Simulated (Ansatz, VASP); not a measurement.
**Mg in VASP and in Ansatz**

The input INCAR:

```
SYSTEM = Mg
PREC     = Accurate       ! precision mode
ENCUT    = 520            ! plane-wave cutoff, eV
EDIFF    = 1E-6           ! SCF threshold, eV
ISMEAR   = 0              ! smearing method
SIGMA    = 0.15           ! smearing width, eV
LREAL    = .FALSE.        ! projectors in reciprocal space
LASPH    = .TRUE.         ! aspherical terms in the spheres
NELM     = 60             ! most SCF steps
ALGO     = Fast           ! electronic algorithm
ISIF     = 2              ! what is computed and relaxed
LWAVE    = .FALSE.        ! write WAVECAR
LCHARG   = .FALSE.        ! write CHGCAR
GGA      = PE             ! functional
NBANDS   = 9              ! bands
```

File KPOINTS:

```
Automatic mesh
0
G
  18 18 10
  0 0 0
```

The input POSCAR:

```
Mg
1.0
    3.3376423938      0.0000000000      0.0000000000
   -1.6688211969      2.8904831018      0.0000000000
    0.0000000000      0.0000000000      5.4187432000
Mg
2
Direct
    0.3333333333      0.6666666667      0.2500000000
    0.6666666667      0.3333333333      0.7500000000
```

Input for Ansatz:

```yaml
crystal:
  lattice:
    - [3.3376423938, 0.0, 0.0]
    - [-1.6688211969, 2.8904831018, 0.0]
    - [0.0, 0.0, 5.4187432]
  atoms:
    - { symbol: Mg, position: [0.3333333333, 0.6666666667, 0.25] }
    - { symbol: Mg, position: [0.6666666667, 0.3333333333, 0.75] }
basis:
  ecutwfc: 420
kpoints:
  mp_grid: { grid: [18, 18, 10] }
hamiltonian:
  xc: pbe
scf:
  occupations: { method: gaussian, width: 0.15 }
output:
  forces: true
  stress: true
  eigenvalues: true
```

Change from the starting cell: strain +0.040 along x and y, +0.040 along z, atoms carried along.

Alike in both runs: task single point; functional PBE; k mesh 18 × 18 × 10; occupations gaussian, width 0.15 eV; no spin polarisation.

```csv
,VASP,Ansatz
version,VASP 6.6.1,Ansatz 0.2.0
potentials or method,"VASP PAW PBE potentials, release 64 (Mg), cutoff 520 eV","scalar-relativistic, plane waves, PAW"
valence electrons in the cell,4,20
```

Ansatz gave:

```
gap on the k mesh at the Fermi level (eV) : none
pressure (GPa)                            : -3.6
```

**Question.** Estimate VASP's values.

**Answer.** gap on the k mesh at the Fermi level (eV): none; pressure (GPa): -3.7.

A gap of «none» marks a metal or a gap that the smearing closes. With one functional, cell and mesh, what is left measures potentials, basis and numerics. VASP's potentials hold 4 valence electrons a cell and Ansatz's 20, so a difference there can come from the potentials and not from the codes.
